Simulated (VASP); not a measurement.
Input of a VASP 6.6.1 run:

The input INCAR:

```
PREC = Accurate ; ENCUT = 910
EDIFF = 1E-6 ; ISMEAR = 0
SIGMA = 0.05 ; LREAL = False
LASPH = True ; NELM = 120
ALGO = Normal ; ISIF = 2
LWAVE = False ; LCHARG = False
GGA = CA ; NBANDS = 11
GGA_COMPAT = False
```

The input KPOINTS:

```
Automatic mesh
0
Gamma
  12 12 12
```

File POSCAR:

```
C
1.0
    0.0000000000      1.8518513993      1.8584730372
    1.5869858833      0.0000000000      1.8584730372
    1.5869858833      1.8518513993      0.0000000000
C
2
Direct
    0.5000000000      0.5000000000      0.5000000000
    0.7500000000      0.7500000000      0.7500000000
```

Potentials or basis: VASP PAW LDA potentials, release 64 (C_h).

Launch:

```sh
$ cat potpaw_LDA.64/C_h/POTCAR > POTCAR
$ mpirun -np 1 vasp_std > vasp.out
```

Q: What does it give for the pressure?

A: 4.7 GPa.

Q: Estimate the band gap on the k mesh.

A: 0.40 eV (least direct gap 3.26 eV).

Stress tensor (GPa, compression positive):
```
 88.61   0.00   0.00
  0.00 -34.99   0.00
  0.00   0.00 -39.50
```

Caveat: the cell differs from its parent crystal (strain +e along x and -e along y -0.0750, strain +e along z and -e/2 along x and y +0.0525); the cutoff is under 1.25 times the usual one of these potentials, so pressure, stress and relaxed cells hold a basis-set (Pulay) error; the cell stands under pressure. A k mesh can miss the band edges.
